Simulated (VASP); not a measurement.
Set up this calculation in VASP 6.6.1, as the native input.

| Item | Value |
| --- | --- |
| Task | single point |
| Functional | LDA |
| Potentials or basis | VASP PAW LDA potentials, release 64 (Si, O) |
| Cutoff | 520 eV |
| k mesh | 6 × 6 × 10 |
| Occupations | gaussian, width 0.05 eV |
| Spin | no spin polarisation |
| Dipole correction | no |
| Further INCAR settings | ALGO = Normal; EDIFF = 1e-06; NBANDS = 25 |

The structure of SiO2 lies in POSCAR:

```
SiO2
1.0
    3.8746710887      0.0000000000      0.0000000000
    0.0000000000      3.8746710887      0.0000000000
    0.0000000000      0.0000000000      2.6688734459
Si O
2 4
Direct
    0.5000000000      0.5000000000      0.5000000000
    0.0000000000      0.0000000000      0.0000000000
    0.6944252994      0.6944252994      0.0000000000
    0.1944252994      0.8055747006      0.5000000000
    0.3055747006      0.3055747006      0.0000000000
    0.8055747006      0.1944252994      0.5000000000
```

This cell differs from its parent crystal: volume 6.678 Å^3 an atom, c/a of the conventional cell 0.6888.

These files were run (other wordings do the same):

INCAR

```
SYSTEM = SiO2
  ALGO = Normal
  EDIFF = 1E-6
  ENCUT = 520
  ISIF = 2
  ISMEAR = 0
  LASPH = .TRUE.
  LCHARG = .FALSE.
  LREAL = .FALSE.
  LWAVE = .FALSE.
  NBANDS = 25
  NELM = 60
  PREC = Accurate
  SIGMA = 0.05
```

KPOINTS

```
k-points
0
G
  6 6 10
  0 0 0
```

Potentials or basis: VASP PAW LDA potentials, release 64 (Si, O).

Command:

```console
$ cat potpaw_LDA.64/Si/POTCAR potpaw_LDA.64/O/POTCAR > POTCAR
$ mpirun -np 1 vasp_std > vasp.out
```

Results of the run:

The pressure is 59.9 GPa and the largest force is 0.922 eV/Å. The band gap on the k mesh is 5.82 eV, direct.

Wall time 37 s on 1 thread of Intel(R) Xeon(R) Platinum 8375C CPU @ 2.90GHz (Ice Lake) (shared host), peak memory 0.16 GiB.
